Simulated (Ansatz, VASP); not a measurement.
## Nb: VASP beside Ansatz

Contents of INCAR:

```
SYSTEM = Nb
  PREC = Accurate
  ENCUT = 520
  EDIFF = 1E-6
  ISMEAR = -1
  SIGMA = 0.1
  LREAL = .False.
  LASPH = .True.
  NELM = 60
  ALGO = Normal
  ISIF = 2
  LWAVE = .False.
  LCHARG = .False.
  GGA = B5
  ALDAX = 1.0
  AGGAX = 1.0
  AGGAC = 1.0
  ALDAC = 0.0
  NBANDS = 12
```

Contents of KPOINTS:

```
regular mesh
0
Gamma
  14 14 14
  0 0 0
```

POSCAR

```
Nb
1.0
    0.0000000000      2.1919272875      2.1919272875
    2.1919272875      0.0000000000      2.1919272875
    2.1919272875      2.1919272875      0.0000000000
Nb
1
Direct
    0.0000000000      0.0000000000      0.0000000000
```

Input for Ansatz:

```yaml
crystal:
  lattice:
    - [0.0, 2.1919272875, 2.1919272875]
    - [2.1919272875, 0.0, 2.1919272875]
    - [2.1919272875, 2.1919272875, 0.0]
  atoms:
    - { symbol: Nb, position: [0.0, 0.0, 0.0] }
hamiltonian:
  xc: blyp
  pseudopotentials:
    kind: paw
    azcp:
      Nb: "pseudopotentials/Nb.paw.azcp"
basis:
  ecutwfc: 420
  fft_grid_basis: typed
kpoints:
  mp_grid: { grid: [14, 14, 14], shift: [0, 0, 0] }
magnetization:
  spin_polarized: false
scf:
  occupations: { method: fermi_dirac, width: 0.1 }
  lower_state_search: "off"
output:
  stress: true
  write_density: true
  write_potential: true
  elf: true
  volumetric_format: npy
```

Alike in both runs: task single point; functional BLYP; k mesh 14 × 14 × 14; occupations fermi-dirac, width 0.1 eV; no spin polarisation.

|  | VASP | Ansatz |
| --- | --- | --- |
| version | VASP 6.6.1 | Ansatz 0.2.0 |
| potentials or method | VASP PAW PBE potentials, release 64 (Nb_sv), cutoff 520 eV | plane waves (420 eV) with PAW, scalar-relativistic |
| valence electrons in the cell | 13 | 13 |

```tsv
	VASP	Ansatz	Ansatz less VASP
pressure (GPa)	-10.2	-10.1	+0.03
```

VASP's potentials were made for PBE, not for BLYP. With one functional, cell and mesh, what is left measures potentials, basis and numerics.
